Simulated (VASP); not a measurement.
# Mo (R-3m) in VASP: further runs

The runs below take Mo through single point, with PBE.

Everything below comes from runs of VASP 6.6.1. Logs are shortened: lines on timing, memory, paths and dates and some standing lists are left out, and cuts for length are marked.

## Step 1: The cell of the first run

It takes space group R-3m (No. 166, trigonal). The conventional cell has a = 3.304 Å, b = 3.304 Å, c = 4.474 Å, α = 90.00°, β = 90.00°, γ = 120.00°. Within 3.2 Å of Mo (site symmetry -3m) lie 6 Mo at 2.42 Å.

## Step 2: Single point, PBE

Input file INCAR:

```
SYSTEM = Mo
PREC = Accurate
ENCUT = 520
EDIFF = 1E-7
ISMEAR = 0
SIGMA = 0.15
LREAL = .False.
LASPH = .True.
NELM = 100
ALGO = Fast
ISIF = 2
LWAVE = .False.
LCHARG = .True.
GGA = PE
LELF = .True.
LVHAR = .True.
NBANDS = 13
```

Input file KPOINTS:

```
regular mesh
0
Gamma
  22 22 22
  0 0 0
```

Input file POSCAR:

```
Mo
1.0
   -0.6966136630      1.6398400114      1.6398400114
    1.6398400114     -0.6966136630      1.6398400114
    1.6398400114      1.6398400114     -0.6966136630
Mo
1
Direct
    0.0000000000      0.0000000000      0.0000000000
```

Potentials or basis: VASP PAW PBE potentials, release 64 (Mo_sv).

Run with:

```bash
$ cat potpaw_PBE.64/Mo_sv/POTCAR > POTCAR
$ mpirun -np 1 vasp_std > vasp.out
```

OUTCAR:

```text
SYSTEM = Mo
   PREC = Accurate
   ENCUT = 520
   EDIFF = 1E-7
   ISMEAR = 0
   LREAL = .False.
   LASPH = .True.
   NELM = 100
   ISIF = 2
   GGA = PE

 ion  position               nearest neighbor table
   1  0.000  0.000  0.000-

  LATTYP: Found a trigonal (rhomboedric) cell.
 ALAT       =     2.4214502104
 COS(alpha) =     0.0689708858

  Lattice vectors:

 A1 = (  -0.6966136630,   1.6398400114,   1.6398400114)
 A2 = (   1.6398400114,  -0.6966136630,   1.6398400114)
 A3 = (   1.6398400114,   1.6398400114,  -0.6966136630)

Analysis of symmetry for initial positions (statically):
=====================================================================
 Subroutine PRICEL returns:
 Original cell was already a primitive cell.

 Routine SETGRP: Setting up the symmetry group for a
 trigonal (rhombohedral) supercell.

 Subroutine GETGRP returns: Found 12 space group operations
 (whereof 12 operations were pure point group operations)
 out of a pool of 12 trial point group operations.

The static configuration has the point symmetry D_3d.

Analysis of symmetry for dynamics (positions and initial velocities):
=====================================================================
 Subroutine PRICEL returns:
 Original cell was already a primitive cell.

 Routine SETGRP: Setting up the symmetry group for a
 trigonal (rhombohedral) supercell.

 Subroutine GETGRP returns: Found 12 space group operations
 (whereof 12 operations were pure point group operations)
 out of a pool of 12 trial point group operations.

The dynamic configuration has the point symmetry D_3d.

 Subroutine INISYM returns: Found 12 space group operations
 (whereof 12 operations are pure point group operations),
 and found     1 'primitive' translations

----------------------------------------------------------------------------------------

                                     Primitive cell

  volume of cell :      14.1010

  direct lattice vectors                    reciprocal lattice vectors
    -0.696613663  1.639840011  1.639840011    -0.156287119  0.271711951  0.271711951
     1.639840011 -0.696613663  1.639840011     0.271711951 -0.156287119  0.271711951
     1.639840011  1.639840011 -0.696613663     0.271711951  0.271711951 -0.156287119

  length of vectors
     2.421450210  2.421450210  2.421450210     0.414825785  0.414825785  0.414825785

  position of ions in fractional coordinates (direct lattice)
     0.000000000  0.000000000  0.000000000

  ion indices of the primitive-cell ions
   primitive index   ion index
                 1           1

----------------------------------------------------------------------------------------

 KPOINTS: regular mesh

Automatic generation of k-mesh.
 Grid dimensions read from file:
 generate k-points for:   22   22   22

 Generating k-lattice:

  Cartesian coordinates                     Fractional coordinates (reciprocal lattice)
    -0.007103960  0.012350543  0.012350543     0.045454545  0.000000000  0.000000000
     0.012350543 -0.007103960  0.012350543     0.000000000  0.045454545  0.000000000
     0.012350543  0.012350543 -0.007103960     0.000000000  0.000000000  0.045454545

  Length of vectors
     0.018855718  0.018855718  0.018855718

  Shift w.r.t. Gamma in fractional coordinates (k-lattice)
     0.000000000  0.000000000  0.000000000

 Subroutine IBZKPT returns following result:
 ===========================================

 Found   1024 irreducible k-points:

 Following reciprocal coordinates:
            Coordinates               Weight
  0.000000  0.000000  0.000000      1.000000
  0.045455 -0.000000 -0.000000      6.000000
  0.090909 -0.000000 -0.000000      6.000000
  0.136364 -0.000000 -0.000000      6.000000
  0.181818 -0.000000 -0.000000      6.000000
  0.227273  0.000000  0.000000      6.000000
[... 16 lines left out ...]
  0.500000  0.045455  0.000000     12.000000
 -0.454545  0.045455 -0.000000     12.000000
 [... further k-points ...]
   k-points           NKPTS =   1024   k-points in BZ     NKDIM =   1024   number of bands    NBANDS=     13
   number of dos      NEDOS =    301   number of ions     NIONS =      1
   total plane-waves  NPLWV =   5832
   dimension x,y,z NGX =    18 NGY =   18 NGZ =   18
   dimension x,y,z NGXF=    36 NGYF=   36 NGZF=   36
   ions per type =               1
   NGX,Y,Z   is equivalent  to a cutoff of  12.36, 12.36, 12.36 a.u.
   NGXF,Y,Z  is equivalent  to a cutoff of  24.72, 24.72, 24.72 a.u.
 SYSTEM =  Mo
   PREC   = accura    normal or accurate (medium, high low for compatibility)
   ISTART =      0    job   : 0-new  1-cont  2-samecut
   ICHARG =      2    charge: 1-file 2-atom 10-const
   ISPIN  =      1    spin polarized calculation?
   LNONCOLLINEAR =      F non collinear calculations
   LSORBIT =      F    spin-orbit coupling
   LASPH  =      T    aspherical Exc in radial PAW
   ENCUT  =  520.0 eV  38.22 Ry    6.18 a.u.   4.50  4.50  4.50*2*pi/ulx,y,z
   NELM   =    100;   NELMIN=  2; NELMDL= -5     # of ELM steps
   EDIFF  = 0.1E-06   stopping-criterion for ELM
   LREAL  =      F    real-space projection
   EDIFFG = 0.1E-05   stopping-criterion for IOM
   NSW    =      0    number of steps for IOM
   IBRION =     -1    ionic relax: 0-MD 1-quasi-New 2-CG
   NFREE  =      0    steps in history (QN), initial steepest desc. (CG)
   ISIF   =      2    stress and relaxation
   ISYM   =      2    0-nonsym 1-usesym 2-fastsym
   POTIM  = 0.5000    time-step for ionic-motion
   TEBEG  =    0.0;   TEEND  =   0.0 temperature during run
   PSTRESS=    0.0 pullay stress
   NELECT =      14.0000    total number of electrons
   NUPDOWN=      -1.0000    fix difference up-down
   EMIN   =  10.00;   EMAX   =-10.00  energy-range for DOS
   EFERMI =   0.00;   METHOD = LEGACY
   ISMEAR =     0;   SIGMA  =   0.15  broadening in eV -4-tet -1-fermi 0-gaus
   EFERMI_NEDOS =   21; number of points for ismear=-14 and -15
   IALGO  =     68    algorithm
   IMIX   =      4    mixing-type and parameters
     AMIX     =   0.40;   BMIX     =  1.00
     AMIX_MAG =   1.60;   BMIX_MAG =  1.00
  volume/ion in A,a.u.               =      14.10        95.16
  Fermi-wavevector in a.u.,A,eV,Ry     =   1.633181  3.086264 36.290531  2.667279
  Thomas-Fermi vector in A             =   2.725028
   LORBIT       =      0    0 simple, 1 ext, 2 COOP (PROOUT), +10 PAW based schemes
   GGA     = PE    functional components
   LHFCALC =     F    Hartree Fock is set to
   AEXX    =    0.0000 exact exchange contribution
   IVDW    =     0    specifies the selected vdW correction
   LEPSILON=     F    determine dielectric tensor
   LRPA    =     F    only Hartree local field effects (RPA)
 non-spin polarized calculation
 RMM-DIIS sequential band-by-band and
 Gauss-broadening in eV      SIGMA  =   0.15
  energy-cutoff  :      520.00
  volume of cell :       14.10
 maximum number of plane-waves:       395
 NGX is ok and might be reduce to    18
   NGX =  9   NGY =  9   NGZ =  9

 number of electron      14.0000007 magnetization

 Free energy of the ion-electron system (eV)
  ---------------------------------------------------
  ext. energy  EPLUGINS =         0.00000000
  ---------------------------------------------------
  free energy    TOTEN  =        -9.28097888 eV

  energy without entropy =       -9.27114193  energy(sigma->0) =       -9.27606040

 E-fermi :  14.2536     XC(G=0): -13.8371

 val. band max:       14.2517254569   @ k =  -0.1364   0.5000   0.0909
 cond. band min:      14.2540093673   @ k =   0.5000   0.2273   0.0909
 fundamental gap:      0.0022839104
 Fermi energy:        14.2536230544

 k-point     1 :       0.0000    0.0000    0.0000
  band No.  band energies     occupation
      1     -47.1832      2.00000
      2     -19.8397      2.00000
      3     -19.8397      2.00000
      4     -19.6710      2.00000
      5       7.0521      2.00000
      6       8.7971      2.00000
      7       8.7971      2.00000
      8      19.0746      0.00000
      9      19.0746      0.00000
     10      19.2852      0.00000
     11      30.2128      0.00000
     12      32.1879      0.00000
     13      32.1879      0.00000

 k-point     2 :       0.0455   -0.0000   -0.0000
  band No.  band energies     occupation
      1     -47.1749      2.00000
      2     -19.8827      2.00000
      3     -19.8346      2.00000
      4     -19.6846      2.00000
      5       7.1333      2.00000
      6       8.8176      2.00000
      7       8.8989      2.00000
      8      18.9446      0.00000
      9      19.0163      0.00000
     10      19.2234      0.00000
     11      30.2568      0.00000
     12      31.9452      0.00000
     13      32.3865      0.00000

 k-point     3 :       0.0909   -0.0000   -0.0000
  band No.  band energies     occupation
      1     -47.1506      2.00000
      2     -20.0387      2.00000
      3     -19.8197      2.00000
      4     -19.6921      2.00000
      5       7.3547      2.00000
      6       8.8778      2.00000
      7       9.2140      2.00000
      8      18.5843      0.00000
      9      18.7135      0.00000
     10      19.1964      0.00000
     11      30.0697      0.00000
     12      31.6612      0.00000
     13      32.9468      0.00000
[... 305 lines left out ...]
 k-point    23 :       0.5000    0.0455    0.0000
  band No.  band energies     occupation
      1     -46.7461      2.00000
      2     -22.4634      2.00000
      3     -19.6169      2.00000
      4     -19.4994      2.00000
      5       9.9516      2.00000
      6      10.3119      2.00000
      7      13.7495      2.00000
      8      15.0563      0.00000
      9      15.8378      0.00000
     10      19.4580      0.00000
     11      26.2359      0.00000
     12      29.0545      0.00000
     13      34.8272      0.00000

 k-point    24 :      -0.4545    0.0455   -0.0000
  band No.  band energies     occupation
      1     -46.7548      2.00000
      2     -22.4164      2.00000
      3     -19.6239      2.00000
      4     -19.5049      2.00000
      5       9.9288      2.00000
      6      10.2168      2.00000
      7      13.9033      1.99904
      8      15.1592      0.00000
      9      15.6879      0.00000
     10      19.4398      0.00000
     11      26.0586      0.00000
     12      29.1348      0.00000
     13      34.8162      0.00000

 [... further k-points ...]
[... 5 lines left out ...]
  --------------------------------------------------------------------------------------
  -------------------------------------------------------------------------------------
  Total        5.7610349      5.7610349      5.7610349      0.9873738      0.9873738      0.9873738
  in kB      654.5776503    654.5776503    654.5776503    112.1869356    112.1869356    112.1869356
  external PRESSURE =     654.5776503 kB  Pullay stress =       0.0000000 kB

 VOLUME and BASIS-vectors are now :
 -----------------------------------------------------------------------------
  energy-cutoff  :      520.00
  volume of cell :       14.10
      direct lattice vectors                 reciprocal lattice vectors
    -0.696613663  1.639840011  1.639840011    -0.156287119  0.271711951  0.271711951
     1.639840011 -0.696613663  1.639840011     0.271711951 -0.156287119  0.271711951
     1.639840011  1.639840011 -0.696613663     0.271711951  0.271711951 -0.156287119

 POSITION                                       TOTAL-FORCE (eV/Angst)
 -----------------------------------------------------------------------------------
      0.00000      0.00000      0.00000        -0.000000      0.000000     -0.000000
 -----------------------------------------------------------------------------------
    total drift:                                0.000000      0.000000      0.000000

  FREE ENERGIE OF THE ION-ELECTRON SYSTEM (eV)
  ---------------------------------------------------
  free  energy   TOTEN  =        -9.2809788790 eV

  energy  without entropy=       -9.2711419253  energy(sigma->0) =       -9.27606040
```

It took 60 s on 1 thread of Intel Xeon 6975P-C (Granite Rapids), shared host; peak memory 0.26 GiB.

What came out:

- Free energy: -9.2810 eV
- Pressure: 65.5 GPa
- Band gap on the k mesh: zero (band 7 reaches 16.06 eV, above the bottom of band 8 at 12.76 eV)

(Continued in part 2 of 2.)
